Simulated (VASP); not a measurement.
# AlNi (Cmmm) in VASP: a series of runs, part 2 of 2

VASP 6.6.1.

**3. Single point, PBEsol (strain -0.0150 x Voigt [1, 0, 0, 0, 0, 0])**

File INCAR:

```
PREC = Accurate
ENCUT = 520
EDIFF = 1E-6
ISMEAR = 0
SIGMA = 0.15
LREAL = False
LASPH = True
NELM = 60
ALGO = Fast
ISIF = 2
LWAVE = False
LCHARG = False
GGA = PS
NBANDS = 14
```

File KPOINTS:

```
regular mesh
0
Gamma
  18 18 16
```

File POSCAR:

```
AlNi
1.0
    1.9096135900     -1.9531901500      0.0000000000
    1.9096135900      1.9531901500      0.0000000000
    0.0000000000      0.0000000000      3.0994300413
Al Ni
1 1
Direct
    0.0000000000      0.0000000000      0.0000000000
    0.5000000000      0.5000000000      0.5000000000
```

Potentials or basis: VASP PAW PBE potentials, release 64 (Al, Ni).

Started as:

```console
> cat potpaw_PBE.64/Al/POTCAR potpaw_PBE.64/Ni/POTCAR > POTCAR
> mpirun -np 1 vasp_std > vasp.out
```

OUTCAR:

```text
PREC = Accurate
   ENCUT = 520
   EDIFF = 1E-6
   ISMEAR = 0
   LREAL = False
   LASPH = True
   NELM = 60
   ISIF = 2
   GGA = PS

 ion  position               nearest neighbor table
   1  0.000  0.000  0.000-   2 2.46   2 2.46   2 2.46   2 2.46   2 2.49   2 2.49   2 2.49   2 2.49

   2  0.500  0.500  0.500-   1 2.46   1 2.46   1 2.46   1 2.46   1 2.49   1 2.49   1 2.49   1 2.49

  LATTYP: Found a base centered orthorhombic cell.
 ALAT       =     3.8192271800
 B/A-ratio  =     1.0228195695
 C/A-ratio  =     0.8115333012

  Lattice vectors:

 A1 = (   1.9096135900,  -1.9531901500,   0.0000000000)
 A2 = (   1.9096135900,   1.9531901500,   0.0000000000)
 A3 = (   0.0000000000,   0.0000000000,   3.0994300413)

Analysis of symmetry for initial positions (statically):
=====================================================================
 Subroutine PRICEL returns:
 Original cell was already a primitive cell.

 Routine SETGRP: Setting up the symmetry group for a
 base centered orthorhombic supercell.

 Subroutine GETGRP returns: Found  8 space group operations
 (whereof  8 operations were pure point group operations)
 out of a pool of  8 trial point group operations.

The static configuration has the point symmetry D_2h.

Analysis of symmetry for dynamics (positions and initial velocities):
=====================================================================
 Subroutine PRICEL returns:
 Original cell was already a primitive cell.

 Routine SETGRP: Setting up the symmetry group for a
 base centered orthorhombic supercell.

 Subroutine GETGRP returns: Found  8 space group operations
 (whereof  8 operations were pure point group operations)
 out of a pool of  8 trial point group operations.

The dynamic configuration has the point symmetry D_2h.

 Subroutine INISYM returns: Found  8 space group operations
 (whereof  8 operations are pure point group operations),
 and found     1 'primitive' translations

----------------------------------------------------------------------------------------

                                     Primitive cell

[... 122 lines left out ...]
 RMM-DIIS sequential band-by-band and
 Gauss-broadening in eV      SIGMA  =   0.15
  energy-cutoff  :      520.00
  volume of cell :       23.12
 maximum number of plane-waves:       636
   NGX = 11   NGY = 11   NGZ = 11

 number of electron      13.0000016 magnetization

 Free energy of the ion-electron system (eV)
  ---------------------------------------------------
  ext. energy  EPLUGINS =         0.00000000
  ---------------------------------------------------
  free energy    TOTEN  =       -11.53466380 eV

  energy without entropy =      -11.52464301  energy(sigma->0) =      -11.52965341

 E-fermi :  10.3541     XC(G=0): -12.3308

 val. band max:       10.3468466942   @ k =   0.3889   0.2222   0.0000
 cond. band min:      10.3548366011   @ k =   0.3889   0.1111   0.2500
 fundamental gap:      0.0079899068
 Fermi energy:        10.3541219312

 k-point     1 :       0.0000    0.0000    0.0000
  band No.  band energies     occupation
      1      -1.0462      2.00000
      2       6.8303      2.00000
      3       6.9900      2.00000
      4       8.6278      2.00000
      5       8.6880      2.00000
      6       8.9816      2.00000
      7      13.1657      0.00000
      8      17.4964      0.00000
      9      17.5322      0.00000
     10      17.6605      0.00000
     11      19.0965      0.00000
     12      25.2986      0.00000
     13      30.8946      0.00000
     14      30.9196      0.00000
[... 377 lines left out ...]
      1       0.0028      2.00000
      2       6.9131      2.00000
      3       7.1337      2.00000
      4       8.0994      2.00000
      5       8.6138      2.00000
      6       8.6708      2.00000
      7      12.5203      0.00000
      8      14.6416      0.00000
      9      17.4661      0.00000
     10      18.6116      0.00000
     11      22.7023      0.00000
     12      25.3649      0.00000
     13      27.4239      0.00000
     14      28.6526      0.00000

 [... further k-points ...]

------------------------ aborting loop because EDIFF is reached ----------------------------------------

  FORCE on cell =-STRESS in cart. coord.  units (eV):
  Direction    XX          YY          ZZ          XY          YZ          ZX
  --------------------------------------------------------------------------------------
  -------------------------------------------------------------------------------------
  Total        1.2050502      0.4853159     -0.1770854      0.0000000      0.0000000      0.0000000
  in kB       83.5052637     33.6304918    -12.2713270      0.0000000      0.0000000      0.0000000
  external PRESSURE =      34.9548095 kB  Pullay stress =       0.0000000 kB

 VOLUME and BASIS-vectors are now :
 -----------------------------------------------------------------------------
  energy-cutoff  :      520.00
  volume of cell :       23.12
      direct lattice vectors                 reciprocal lattice vectors
     1.909613590 -1.953190150  0.000000000     0.261833076 -0.255991461  0.000000000
     1.909613590  1.953190150  0.000000000     0.261833076  0.255991461  0.000000000
     0.000000000  0.000000000  3.099430041     0.000000000  0.000000000  0.322639965

 POSITION                                       TOTAL-FORCE (eV/Angst)
 -----------------------------------------------------------------------------------
      0.00000      0.00000      0.00000        -0.000000     -0.000000      0.000000
      1.90961      0.00000      1.54972         0.000000      0.000000      0.000000
 -----------------------------------------------------------------------------------
    total drift:                                0.000000      0.000000      0.000000

  FREE ENERGIE OF THE ION-ELECTRON SYSTEM (eV)
  ---------------------------------------------------
  free  energy   TOTEN  =       -11.5346637971 eV

  energy  without entropy=      -11.5246430137  energy(sigma->0) =      -11.52965341
```

OSZICAR:

```text
N       E                     dE             d eps       ncg     rms          rms(c)
DAV:   1     0.389594046658E+02    0.38959E+02   -0.54044E+03 23420   0.974E+02
DAV:   2    -0.115298048376E+02   -0.50489E+02   -0.45561E+02 24642   0.180E+02
DAV:   3    -0.132527000307E+02   -0.17229E+01   -0.17067E+01 29082   0.367E+01
DAV:   4    -0.132751545064E+02   -0.22454E-01   -0.22449E-01 26856   0.382E+00
DAV:   5    -0.132758073314E+02   -0.65282E-03   -0.65281E-03 29618   0.708E-01    0.134E+01
RMM:   6    -0.155804633741E+02   -0.23047E+01   -0.16608E+01 28083   0.511E+01    0.182E+01
RMM:   7    -0.115594017169E+02    0.40211E+01   -0.45227E+00 25789   0.259E+01    0.120E+00
RMM:   8    -0.115466635186E+02    0.12738E-01   -0.11541E-01 24476   0.346E+00    0.796E-01
RMM:   9    -0.115386649840E+02    0.79985E-02   -0.32059E-02 25910   0.113E+00    0.577E-01
RMM:  10    -0.115347555216E+02    0.39095E-02   -0.87052E-03 27995   0.117E+00    0.175E-01
RMM:  11    -0.115348224341E+02   -0.66913E-04   -0.10957E-03 31093   0.394E-01    0.133E-01
RMM:  12    -0.115346532870E+02    0.16915E-03   -0.34592E-04 31431   0.203E-01    0.347E-02
RMM:  13    -0.115346625768E+02   -0.92898E-05   -0.94860E-05 31661   0.667E-02    0.754E-03
RMM:  14    -0.115346636054E+02   -0.10286E-05   -0.16618E-05 31444   0.290E-02    0.105E-02
RMM:  15    -0.115346637971E+02   -0.19177E-06   -0.26035E-06 20244   0.116E-02
   1 F= -.11534664E+02 E0= -.11529653E+02  d E =-.100208E-01
```

Wall time 4.9 min (1 thread of Intel Xeon 8259CL, shared host); peak memory 0.36 GiB.

Results:

- Free energy: -11.5347 eV
- Pressure: 3.5 GPa
- Band gap on the k mesh: zero (an odd number of electrons rules out a gap without spin polarisation)

Levels at points of the mesh, in eV from the Fermi level:
| k point | band 3 | band 4 | band 5 | band 6 | band 7 | band 8 | band 9 | band 10 | band 11 | band 12 |
| --- | --- | --- | --- | --- | --- | --- | --- | --- | --- | --- |
| (0.00, 0.00, 0.00) | -3.36 | -1.73 | -1.67 | -1.37 | 2.81 | 7.14 | 7.18 | 7.31 | 8.74 | 14.94 |
| (0.50, 0.00, 0.00) | -2.88 | -2.85 | -2.11 | -1.57 | -0.35 | 7.69 | 7.90 | 9.43 | 11.79 | 12.97 |
| (0.50, 0.50, 0.00) | -2.56 | -2.53 | -2.52 | -2.18 | -0.86 | 2.26 | 3.47 | 10.84 | 13.39 | 13.63 |
| (0.00, 0.00, 0.50) | -3.05 | -2.16 | -2.09 | -1.34 | -1.31 | 8.45 | 11.31 | 11.43 | 11.71 | 11.72 |
| (0.50, 0.00, 0.50) | -3.52 | -2.90 | -2.03 | -1.94 | -1.27 | 1.31 | 2.24 | 13.82 | 15.62 | 16.36 |
| (0.50, 0.50, 0.50) | -4.18 | -1.23 | -0.85 | 1.78 | 1.95 | 2.32 | 4.02 | 4.13 | 4.30 | 5.49 |

Caveat: the cell differs from its parent crystal (strain -0.0150 x Voigt [1, 0, 0, 0, 0, 0]); the cell stands under pressure; the PAW data sets were made with another functional, which shifts forces and pressure a little. Spin polarisation is off, so any magnetic state and its effect on volume and gap are missing.
